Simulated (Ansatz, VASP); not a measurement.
Given: the input of a run of VASP 6.6.1 on BiTe.

Contents of POSCAR:

```
BiTe
1.0
    0.0000000000      3.2775706714      3.2775706714
    3.2775706714      0.0000000000      3.2775706714
    3.2775706714      3.2775706714      0.0000000000
Bi Te
1 1
Direct
    0.0000000000      0.0000000000      0.0000000000
    0.5000000000      0.5000000000      0.5000000000
```

File INCAR.step1:

```
  ALGO = Normal
  EDIFF = 1E-4
  ENCUT = 520
  GGA = PE
  ISMEAR = -1
  LASPH = True
  LCHARG = False
  LREAL = False
  LWAVE = True
  NBANDS = 18
  NELM = 100
  PREC = Accurate
  SIGMA = 0.05
```

The input INCAR.step2:

```
  ALGO = Normal
  EDIFF = 1E-6
  ENCUT = 520
  ISIF = 2
  ISMEAR = -1
  ISTART = 1
  LASPH = True
  LCHARG = False
  LMIXTAU = True
  LREAL = False
  LWAVE = False
  METAGGA = R2SCAN
  NBANDS = 18
  NELM = 100
  PREC = Accurate
  SIGMA = 0.05
```

Contents of KPOINTS:

```
k-points
0
Gamma
  7 7 7
```

Potentials or basis: VASP PAW PBE potentials, release 64 (Bi_d, Te).

Launch:

```console
$ cat potpaw_PBE.64/Bi_d/POTCAR potpaw_PBE.64/Te/POTCAR > POTCAR
$ cp INCAR.step1 INCAR
$ mpirun -np 1 vasp_std > vasp.out
$ cp INCAR.step2 INCAR
$ mpirun -np 1 vasp_std > vasp.out
```

Task: Set up the same calculation for Ansatz 0.2.0. Potentials there: Ansatz PAW.

Result: As run (the cutoff follows the program's own potentials):

The input input.yaml:

```yaml
crystal:
  lattice:
    - [0.0, 3.2775706714, 3.2775706714]
    - [3.2775706714, 0.0, 3.2775706714]
    - [3.2775706714, 3.2775706714, 0.0]
  atoms:
    - { symbol: Bi, position: [0.0, 0.0, 0.0] }
    - { symbol: Te, position: [0.5, 0.5, 0.5] }
hamiltonian:
  xc: r2scan
  pseudopotentials: { kind: paw }
kpoints:
  mp_grid: { grid: [7, 7, 7] }
scf:
  occupations: { method: fermi_dirac, width: 0.05 }
output:
  forces: true
  stress: true
  eigenvalues: true
```

Potentials or basis: Ansatz PAW.

The run is started by

```console
$ ansatz run input.yaml --threads 2 --pin off --max-ram 5632MiB --backend cpu --events-out ev --progress --plain --runs-dir out
```

Both were run:

|  | VASP | Ansatz | Ansatz less VASP |
| --- | --- | --- | --- |
| gap on the k mesh at the Fermi level (eV) | none | none | - |
| pressure (GPa) | -1.8 | -1.7 | +0.03 |

VASP's potentials were made for PBE, not for r2SCAN. A gap of «none» marks a metal or a gap that the smearing closes. The functional is the same, so the differences come from potentials, cutoffs and numerics. VASP's potentials hold 21 valence electrons a cell and Ansatz's 31, so a difference there can come from the potentials and not from the codes.

Neither program's run includes spin-orbit coupling.
